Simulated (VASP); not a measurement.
# ZrSi2 (Fddd) in VASP: relaxation of cell and atoms with PBE

Aim: the relaxation of cell and atoms of ZrSi2 with PBE.

Everything below comes from runs of VASP 6.6.1. Logs are shortened: lines on timing, memory, paths and dates and some standing lists are left out, and cuts for length are marked.

## 1. The cell of the first run

It takes space group Fddd (No. 70, orthorhombic). The conventional cell has a = 5.122 Å, b = 8.697 Å, c = 8.968 Å, α = 90.00°, β = 90.00°, γ = 90.00°. Zr (site symmetry 222) has 10 Si at 2.71 to 2.99 Å and 4 Zr at 3.38 Å within 3.6 Å. Within 3.5 Å of Si (site symmetry 2) lie 9 Si at 2.64 to 3.38 Å and 5 Zr at 2.71 to 2.99 Å.

## 2. Relaxation of cell and atoms, PBE

The input, INCAR:

```
SYSTEM = ZrSi2
PREC = Accurate ; ENCUT = 600
EDIFF = 1E-6 ; ISMEAR = 0
SIGMA = 0.1 ; LREAL = .FALSE.
LASPH = .TRUE. ; NELM = 100
ALGO = Fast ; ISIF = 3
LWAVE = .FALSE. ; LCHARG = .FALSE.
GGA = PE ; IBRION = 2
NSW = 80 ; EDIFFG = -0.01
```

The input, KPOINTS:

```
Automatic mesh
0
G
  10 10 10
  0 0 0
```

The input, POSCAR:

```
ZrSi2
1.0
    0.0000000000      4.3484097401      4.4841982338
    2.5608537444      0.0000000000      4.4841982338
    2.5608537444      4.3484097401      0.0000000000
Zr Si
2 4
Direct
    0.7500000000      0.7500000000      0.7500000000
    0.5000000000      0.5000000000      0.5000000000
    0.0941571663      0.4058428337      0.0941571663
    0.4058428337      0.0941571663      0.4058428337
    0.1558428337      0.8441571663      0.1558428337
    0.8441571663      0.1558428337      0.8441571663
```

Potentials or basis: VASP PAW PBE potentials, release 64 (Zr_sv, Si).

On the command line:

```sh
$ cat potpaw_PBE.64/Zr_sv/POTCAR potpaw_PBE.64/Si/POTCAR > POTCAR
$ mpirun -np 1 vasp_std > vasp.out
```

OUTCAR:

```text
SYSTEM = ZrSi2
   PREC = Accurate
   ENCUT = 600
   EDIFF = 1E-6
   ISMEAR = 0
   LREAL = .FALSE.
   LASPH = .TRUE.
   NELM = 100
   ISIF = 3
   GGA = PE
   IBRION = 2
   NSW = 80
   EDIFFG = -0.01

 ion  position               nearest neighbor table
   1  0.750  0.750  0.750-   6 2.71   5 2.71   6 2.71   5 2.71   4 2.90   4 2.90   3 2.90   3 2.90
                             3 2.99   4 2.99   2 3.38   2 3.38   2 3.38   2 3.38
   2  0.500  0.500  0.500-   3 2.71   4 2.71   3 2.71   4 2.71   5 2.90   5 2.90   6 2.90   6 2.90
                             5 2.99   6 2.99   1 3.38   1 3.38   1 3.38   1 3.38
   3  0.094  0.406  0.094-   5 2.64   5 2.64   2 2.71   2 2.71   4 2.71   1 2.90   1 2.90   1 2.99
                             4 3.04   4 3.04
   4  0.406  0.094  0.406-   6 2.64   6 2.64   2 2.71   2 2.71   3 2.71   1 2.90   1 2.90   1 2.99
                             3 3.04   3 3.04
   5  0.156  0.844  0.156-   3 2.64   3 2.64   1 2.71   1 2.71   6 2.71   2 2.90   2 2.90   2 2.99
                             6 3.04   6 3.04
   6  0.844  0.156  0.844-   4 2.64   4 2.64   1 2.71   1 2.71   5 2.71   2 2.90   2 2.90   2 2.99
                             5 3.04   5 3.04

  LATTYP: Found a face centered orthorhombic cell.
 ALAT       =     5.1217074888
 B/A-ratio  =     1.6980312716
 C/A-ratio  =     1.7510559686

  Lattice vectors:

 A1 = (   0.0000000000,   4.3484097401,   4.4841982338)
 A2 = (   2.5608537444,   0.0000000000,   4.4841982338)
 A3 = (   2.5608537444,   4.3484097401,   0.0000000000)

Analysis of symmetry for initial positions (statically):
=====================================================================
 Subroutine PRICEL returns:
 Original cell was already a primitive cell.

 Routine SETGRP: Setting up the symmetry group for a
 face centered orthorhombic supercell.

 Subroutine GETGRP returns: Found  8 space group operations
 (whereof  4 operations were pure point group operations)
 out of a pool of  8 trial point group operations.

The static configuration has the point symmetry D_2 .
 The point group associated with its full space group is D_2h.

Analysis of symmetry for dynamics (positions and initial velocities):
=====================================================================
 Subroutine PRICEL returns:
 Original cell was already a primitive cell.

 Routine SETGRP: Setting up the symmetry group for a
 face centered orthorhombic supercell.

 Subroutine GETGRP returns: Found  8 space group operations
 (whereof  4 operations were pure point group operations)
 out of a pool of  8 trial point group operations.

The dynamic configuration has the point symmetry D_2 .
 The point group associated with its full space group is D_2h.

 Subroutine INISYM returns: Found  8 space group operations
 (whereof  4 operations are pure point group operations),
 and found     1 'primitive' translations

----------------------------------------------------------------------------------------

                                     Primitive cell

  volume of cell :      99.8688

  direct lattice vectors                    reciprocal lattice vectors
     0.000000000  4.348409740  4.484198234    -0.195247386  0.114984564  0.111502653
     2.560853744  0.000000000  4.484198234     0.195247386 -0.114984564  0.111502653
     2.560853744  4.348409740  0.000000000     0.195247386  0.114984564 -0.111502653

  length of vectors
     6.246335011  5.163913797  5.046448174     0.252538776  0.252538776  0.252538776

  position of ions in fractional coordinates (direct lattice)
     0.750000000  0.750000000  0.750000000
     0.500000000  0.500000000  0.500000000
     0.094157166  0.405842834  0.094157166
     0.405842834  0.094157166  0.405842834
     0.155842834  0.844157166  0.155842834
     0.844157166  0.155842834  0.844157166

  ion indices of the primitive-cell ions
   primitive index   ion index
                 1           1
                 2           2
                 3           3
                 4           4
                 5           5
                 6           6

----------------------------------------------------------------------------------------

 KPOINTS: Automatic mesh

Automatic generation of k-mesh.
 Grid dimensions read from file:
 generate k-points for:   10   10   10

 Generating k-lattice:

  Cartesian coordinates                     Fractional coordinates (reciprocal lattice)
    -0.019524739  0.011498456  0.011150265     0.100000000  0.000000000  0.000000000
     0.019524739 -0.011498456  0.011150265    -0.000000000  0.100000000 -0.000000000
     0.019524739  0.011498456 -0.011150265     0.000000000  0.000000000  0.100000000

  Length of vectors
     0.025253878  0.025253878  0.025253878

  Shift w.r.t. Gamma in fractional coordinates (k-lattice)
     0.000000000  0.000000000  0.000000000

 Subroutine IBZKPT returns following result:
 ===========================================

 Found    171 irreducible k-points:

 Following reciprocal coordinates:
            Coordinates               Weight
  0.000000  0.000000  0.000000      1.000000
  0.100000 -0.000000 -0.000000      8.000000
  0.200000 -0.000000 -0.000000      8.000000
  0.300000 -0.000000 -0.000000      8.000000
  0.400000 -0.000000  0.000000      8.000000
  0.500000 -0.000000 -0.000000      4.000000
[... 16 lines left out ...]
  0.300000  0.300000  0.000000      2.000000
  0.400000  0.300000 -0.000000      8.000000
 [... further k-points ...]
   k-points           NKPTS =    171   k-points in BZ     NKDIM =    171   number of bands    NBANDS=     24
   number of dos      NEDOS =    301   number of ions     NIONS =      6
   total plane-waves  NPLWV =  84000
   dimension x,y,z NGX =    50 NGY =   42 NGZ =   40
   dimension x,y,z NGXF=   100 NGYF=   84 NGZF=   80
   ions per type =               2   4
   NGX,Y,Z   is equivalent  to a cutoff of  13.31, 13.52, 13.18 a.u.
   NGXF,Y,Z  is equivalent  to a cutoff of  26.61, 27.04, 26.35 a.u.
 SYSTEM =  ZrSi2
   PREC   = accura    normal or accurate (medium, high low for compatibility)
   ISTART =      0    job   : 0-new  1-cont  2-samecut
   ICHARG =      2    charge: 1-file 2-atom 10-const
   ISPIN  =      1    spin polarized calculation?
   LNONCOLLINEAR =      F non collinear calculations
   LSORBIT =      F    spin-orbit coupling
   LASPH  =      T    aspherical Exc in radial PAW
   ENCUT  =  600.0 eV  44.10 Ry    6.64 a.u.  12.48 10.31 10.08*2*pi/ulx,y,z
   NELM   =    100;   NELMIN=  2; NELMDL= -5     # of ELM steps
   EDIFF  = 0.1E-05   stopping-criterion for ELM
   LREAL  =      F    real-space projection
   EDIFFG = -.1E-01   stopping-criterion for IOM
   NSW    =     80    number of steps for IOM
   IBRION =      2    ionic relax: 0-MD 1-quasi-New 2-CG
   NFREE  =      1    steps in history (QN), initial steepest desc. (CG)
   ISIF   =      3    stress and relaxation
   ISYM   =      2    0-nonsym 1-usesym 2-fastsym
   POTIM  = 0.5000    time-step for ionic-motion
   TEBEG  =    0.0;   TEEND  =   0.0 temperature during run
   PSTRESS=    0.0 pullay stress
   NELECT =      40.0000    total number of electrons
   NUPDOWN=      -1.0000    fix difference up-down
   EMIN   =  10.00;   EMAX   =-10.00  energy-range for DOS
   EFERMI =   0.00;   METHOD = LEGACY
   ISMEAR =     0;   SIGMA  =   0.10  broadening in eV -4-tet -1-fermi 0-gaus
   EFERMI_NEDOS =   21; number of points for ismear=-14 and -15
   IALGO  =     68    algorithm
   IMIX   =      4    mixing-type and parameters
     AMIX     =   0.40;   BMIX     =  1.00
     AMIX_MAG =   1.60;   BMIX_MAG =  1.00
  volume/ion in A,a.u.               =      16.64       112.32
  Fermi-wavevector in a.u.,A,eV,Ry     =   1.206752  2.280431 19.813501  1.456251
  Thomas-Fermi vector in A             =   2.342410
   LORBIT       =      0    0 simple, 1 ext, 2 COOP (PROOUT), +10 PAW based schemes
   GGA     = PE    functional components
   LHFCALC =     F    Hartree Fock is set to
   AEXX    =    0.0000 exact exchange contribution
   IVDW    =     0    specifies the selected vdW correction
   LEPSILON=     F    determine dielectric tensor
   LRPA    =     F    only Hartree local field effects (RPA)
 conjugate gradient relaxation of ions
 non-spin polarized calculation
 RMM-DIIS sequential band-by-band and
 Gauss-broadening in eV      SIGMA  =   0.10
  energy-cutoff  :      600.00
  volume of cell :       99.87
 maximum number of plane-waves:      3351
 NGX is ok and might be reduce to    50
   NGX = 25   NGY = 21   NGZ = 21

--------------------------------------- Ionic step        1  -------------------------------------------

 number of electron      40.0000000 magnetization

 Free energy of the ion-electron system (eV)
  ---------------------------------------------------
  ext. energy  EPLUGINS =         0.00000000
  ---------------------------------------------------
  free energy    TOTEN  =       -42.12705812 eV

  energy without entropy =      -42.11740246  energy(sigma->0) =      -42.12223029

------------------------ aborting loop because EDIFF is reached ----------------------------------------

  FORCE on cell =-STRESS in cart. coord.  units (eV):
  Direction    XX          YY          ZZ          XY          YZ          ZX
  --------------------------------------------------------------------------------------
  -------------------------------------------------------------------------------------
  Total       -0.1678150      0.0614602      0.3771497      0.0000000      0.0000000      0.0000000
  in kB       -2.6922248      0.9859953      6.0505430      0.0000000      0.0000000      0.0000000
  external PRESSURE =       1.4481045 kB  Pullay stress =       0.0000000 kB
[... 225 lines left out ...]
  energy  without entropy=      -42.1182069608  energy(sigma->0) =      -42.12315995

--------------------------------------- Ionic step        7  -------------------------------------------

 number of electron      40.0000000 magnetization

 Free energy of the ion-electron system (eV)
  ---------------------------------------------------
  ext. energy  EPLUGINS =         0.00000000
  ---------------------------------------------------
  free energy    TOTEN  =       -42.12820139 eV

  energy without entropy =      -42.11824259  energy(sigma->0) =      -42.12322199

 E-fermi :   9.4503     XC(G=0): -11.3315

 val. band max:        9.4436397750   @ k =  -0.2000   0.2000   0.0000
 cond. band min:       9.4555739297   @ k =  -0.4000   0.0000   0.1000
 fundamental gap:      0.0119341548
 Fermi energy:         9.4502722691

 k-point     1 :       0.0000    0.0000    0.0000
  band No.  band energies     occupation
      1     -38.5880      2.00000
      2     -38.5345      2.00000
      3     -16.8390      2.00000
      4     -16.8039      2.00000
      5     -16.7191      2.00000
      6     -16.6885      2.00000
[... 637 lines left out ...]
     23      11.8084      0.00000
     24      12.5319      0.00000

 [... further k-points ...]
[... 5 lines left out ...]
  --------------------------------------------------------------------------------------
  -------------------------------------------------------------------------------------
  Total        0.0159829     -0.0431698      0.0294130      0.0000000      0.0000000      0.0000000
  in kB        0.2561514     -0.6918627      0.4713895      0.0000000      0.0000000      0.0000000
  external PRESSURE =       0.0118927 kB  Pullay stress =       0.0000000 kB
[... 21 lines left out ...]
  FREE ENERGIE OF THE ION-ELECTRON SYSTEM (eV)
  ---------------------------------------------------
  free  energy   TOTEN  =       -42.1282013911 eV

  energy  without entropy=      -42.1182425906  energy(sigma->0) =      -42.12322199

 reached required accuracy - stopping structural energy minimisation
```

It took 75 min on 1 thread of Oxide Virtual Turin-like, shared host; peak memory 0.58 GiB.

Results:

```yaml
Free_energy: -42.1282 eV
Relaxed_volume: 16.66 Å³/atom
Relaxed_cell: a = 6.254 Å, b = 5.169 Å, c = 5.047 Å, α = 75.48°, β = 53.14°, γ = 51.38°
Space_group_after_relaxing_to_0.1_Å: Fddd (No. 70)
Energy_gained_by_relaxing: 0.2 meV/atom
Ionic_steps: 7
Pressure_after_relaxing: 0.0 GPa
Band_gap_on_the_k_mesh: zero (bands 20 and 21 overlap by 1.91 eV)
```

Stress tensor (GPa, compression positive):
```
 0.03  0.00  0.00
 0.00 -0.07  0.00
 0.00  0.00  0.05
```

Step by step:
```csv
step,energy change (eV),largest force (eV/Å),pressure (GPa),volume (Å³)
1,0.0000,0.0396,0.14,99.87
2,-0.0006,0.0301,-0.21,100.09
3,-0.0006,0.0326,-0.14,100.03
4,-0.0009,0.0226,0.07,99.88
5,-0.0009,0.0215,0.09,99.87
6,-0.0011,0.0121,0.05,99.91
7,-0.0011,0.0009,0.00,99.97
```

Final structure:
```
CELL_PARAMETERS angstrom
0.00000 4.35134 4.49181
2.55738 0.00000 4.49181
2.55738 4.35134 0.00000
ATOMIC_POSITIONS crystal
Zr 0.75000 0.75000 0.75000
Zr 0.50000 0.50000 0.50000
Si 0.09514 0.40486 0.09514
Si 0.40486 0.09514 0.40486
Si 0.15486 0.84514 0.15486
Si 0.84514 0.15486 0.84514
```

Levels at points of the mesh, in eV from the Fermi level:
```tsv
k point	band 16	band 17	band 18	band 19	band 20	band 21	band 22	band 23	band 24
(0.00, 0.00, 0.00)	-2.20	-1.69	-1.61	-1.37	-1.06	-0.52	3.27	3.32	3.57
(0.50, 0.00, 0.00)	-1.99	-1.93	-1.05	0.05	0.22	1.07	1.45	1.73	2.36
(0.50, 0.50, 0.00)	-2.75	-1.35	-1.35	-0.52	-0.52	0.78	0.78	2.85	2.85
(0.50, 0.00, 0.50)	-2.25	-1.55	-1.55	-1.05	-1.05	1.58	1.58	3.76	3.76
(0.00, 0.50, 0.50)	-1.26	-1.12	-1.12	-0.60	-0.60	1.06	1.06	2.43	2.43
```
